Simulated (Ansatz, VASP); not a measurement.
**Two plane-wave programs on ZnF2**

```xyz
6
Lattice="4.7172 0.0000 0.0000 0.0000 4.7172 0.0000 0.0000 0.0000 3.1287" Properties=species:S:1:pos:R:3 pbc="T T T"
Zn    2.3586    2.3586    1.5643
Zn    0.0000    0.0000    0.0000
F     3.2839    3.2839    0.0000
F     3.7918    0.9253    1.5643
F     1.4332    1.4332    0.0000
F     0.9253    3.7918    1.5643
```

Alike in both runs: functional PBEsol; k mesh 6 × 6 × 8; occupations gaussian, width 0.02 eV; no spin polarisation.

Ansatz relaxed the structure, and its values are those at the end. VASP's run is a single point on that final structure, the one shown.

|  | VASP | Ansatz |
| --- | --- | --- |
| version | VASP 6.6.1 | Ansatz 0.2.0 |
| potentials or method | VASP PAW PBE potentials, release 64 (Zn, F), cutoff 600 eV | scalar-relativistic, plane waves, PAW |
| valence electrons in the cell | 52 | 52 |

Ansatz gave:

| Property | Result |
| --- | --- |
| gap on the k mesh at the Fermi level (eV) | 3.45 |
| least direct gap on the mesh (eV) | 3.45 |
| pressure (GPa) | 0.0 |
| rms of the force components (eV/Å) | 0.000 |

Q: What did VASP give for the same quantities?

A: gap on the k mesh at the Fermi level (eV): 3.37; least direct gap on the mesh (eV): 3.37; pressure (GPa): 0.5; rms of the force components (eV/Å): 0.007.

VASP's potentials were made for PBE, not for PBEsol.
